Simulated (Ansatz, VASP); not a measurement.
## RbGe6 in VASP and in Ansatz

The input INCAR:

```
SYSTEM = RbGe6
PREC     = Accurate       ! precision mode
ENCUT    = 520            ! plane-wave cutoff, eV
EDIFF    = 1E-6           ! SCF threshold, eV
ISMEAR   = 0              ! smearing method
SIGMA    = 0.1            ! smearing width, eV
LREAL    = .False.        ! projectors in reciprocal space
LASPH    = .True.         ! aspherical terms in the spheres
NELM     = 80             ! most SCF steps
ALGO     = Normal         ! electronic algorithm
ISIF     = 2              ! what is computed and relaxed
LWAVE    = .False.        ! write WAVECAR
LCHARG   = .True.         ! write CHGCAR
GGA      = PE             ! functional
LELF     = .True.         ! ELF
LVHAR    = .True.       
NBANDS   = 56             ! bands
```

The input KPOINTS:

```
Automatic mesh
0
Gamma
  4 4 4
  0 0 0
```

The input POSCAR:

```
RbGe6
1.0
   -3.3941125500      3.3941125500      3.3941125500
    3.3941125500     -3.3941125500      3.3941125500
    3.3941125500      3.3941125500     -3.3941125500
Rb Ge
1 6
Direct
    0.0000000000      0.0000000000      0.0000000000
    0.5000000000      0.7500000000      0.2500000000
    0.7500000000      0.2500000000      0.5000000000
    0.7500000000      0.5000000000      0.2500000000
    0.5000000000      0.2500000000      0.7500000000
    0.2500000000      0.7500000000      0.5000000000
    0.2500000000      0.5000000000      0.7500000000
```

Input for Ansatz:

```yaml
crystal:
  lattice:
    - [-3.39411255, 3.39411255, 3.39411255]
    - [3.39411255, -3.39411255, 3.39411255]
    - [3.39411255, 3.39411255, -3.39411255]
  atoms:
    - { symbol: Rb, position: [0.0, 0.0, 0.0] }
    - { symbol: Ge, position: [0.5, 0.75, 0.25] }
    - { symbol: Ge, position: [0.75, 0.25, 0.5] }
    - { symbol: Ge, position: [0.75, 0.5, 0.25] }
    - { symbol: Ge, position: [0.5, 0.25, 0.75] }
    - { symbol: Ge, position: [0.25, 0.75, 0.5] }
    - { symbol: Ge, position: [0.25, 0.5, 0.75] }
basis:
  ecutwfc: 420
kpoints:
  mp_grid: { grid: [4, 4, 4] }
hamiltonian:
  xc: pbe
scf:
  occupations: { method: gaussian, width: 0.1 }
  lower_state_search: "off"
output:
  forces: true
  stress: true
  eigenvalues: true
```

Alike in both runs: task single point; functional PBE; k mesh 4 × 4 × 4; occupations gaussian, width 0.1 eV; no spin polarisation.

```csv
,VASP,Ansatz
version,VASP 6.6.1,Ansatz 0.2.0
potentials or method,"VASP PAW PBE potentials, release 64 (Rb_sv, Ge_d), cutoff 520 eV","scalar-relativistic, plane waves, PAW"
valence electrons in the cell,93,93
```

```tsv
	VASP	Ansatz	Ansatz less VASP
gap on the k mesh at the Fermi level (eV)	none	none	-
pressure (GPa)	11.4	11.4	0.00
```

A gap of «none» marks a metal or a gap that the smearing closes. The functional is the same, so the differences come from potentials, cutoffs and numerics.
